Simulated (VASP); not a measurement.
**Bi: single point with revPBE**

Bi:

```
Bi
1.0
     3.59342    0.00000    0.00000
    -1.79671    3.11199    0.00000
     0.00000    0.00000   12.03064
Bi
4
Direct
  0.00000 0.00000 0.00000
  0.00000 0.00000 0.50000
  0.33333 0.66667 0.25000
  0.66667 0.33333 0.75000
```

This isn't the form of Bi at room conditions, which is rhombohedral.

```json
{
  "Program": "VASP 6.6.1",
  "Task": "single point",
  "Functional": "revPBE",
  "Potentials or basis": "VASP PAW PBE potentials, release 64 (Bi_d)",
  "Cutoff": "520 eV",
  "k mesh": "12 × 12 × 3",
  "Occupations": "fermi-dirac, width 0.1 eV",
  "Spin": "no spin polarisation",
  "Dipole correction": "no",
  "Further INCAR settings": "ALGO = Normal; EDIFF = 1e-06; NBANDS = 38"
}
```

```json
{"Pressure": "-1.9 GPa", "Band gap on the k mesh": "zero (bands 30 and 31 overlap by 5.65 eV)"}
```

Stress tensor (GPa, compression positive):
```
-1.98  0.00  0.00
 0.00 -1.98  0.00
 0.00  0.00 -1.66
```

Levels at points of the mesh, in eV from the Fermi level:
```csv
k point,band 28,band 29,band 30,band 31,band 32,band 33
"(0.00, 0.00, 0.00)",3.27,3.27,3.86,3.86,3.87,3.87
"(0.50, 0.00, 0.00)",-3.24,-1.33,-0.68,0.52,1.29,1.53
```

Wall time 61 s on 1 thread of Intel(R) Xeon(R) 6975P-C (Granite Rapids) (shared host), peak memory 0.32 GiB.

Caveat: the PAW data sets were made with another functional, which shifts forces and pressure a little; spin-orbit coupling is left out, which moves the levels of the heavy elements.
